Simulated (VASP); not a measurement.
Crystal: CoSi2.

```
Co Si
1.0
     0.00000    2.56838    2.56838
     2.56838    0.00000    2.56838
     2.56838    2.56838    0.00000
Co Si
1 2
Direct
  0.00000 0.00000 0.00000
  0.25000 0.25000 0.25000
  0.75000 0.75000 0.75000
```

Base run:

```yaml
Program: VASP 6.6.1
Functional: PBE
Potentials_or_basis: VASP PAW PBE potentials, release 64 (Co, Si)
Cutoff: 520 eV
k_mesh: 14 × 14 × 14
Occupations: gaussian, width 0.15 eV
Spin: collinear spin, ferromagnetic start
Starting_moments: "[0.55, 0.0, 0.0] μB"
Fixed_moment: 0.55 μB
```

Its results: pressure 31.1 GPa; site moments Co +0.33; Si +0.04 μB.

Task: After a change of settings the same cell gave: pressure 35.7 GPa; site moments Co +0.67; Si +0.09 μB. Which change was it?
A. fixed moment from 0.55 μB to 0.275 μB; moments at the start from [0.55, 0.0, 0.0] to [0.28, 0.0, 0.0]
B. fixed moment from 0.55 μB to 2.2 μB; moments at the start from [0.55, 0.0, 0.0] to [2.2, 0.0, 0.0]
C. fixed moment from 0.55 μB to 1.925 μB; moments at the start from [0.55, 0.0, 0.0] to [1.92, 0.0, 0.0]
D. fixed moment from 0.55 μB to 1.1 μB; moments at the start from [0.55, 0.0, 0.0] to [1.1, 0.0, 0.0]

Result: D.

Caveats: the cell stands under pressure; the total moment is fixed, so each spin has its own Fermi level.
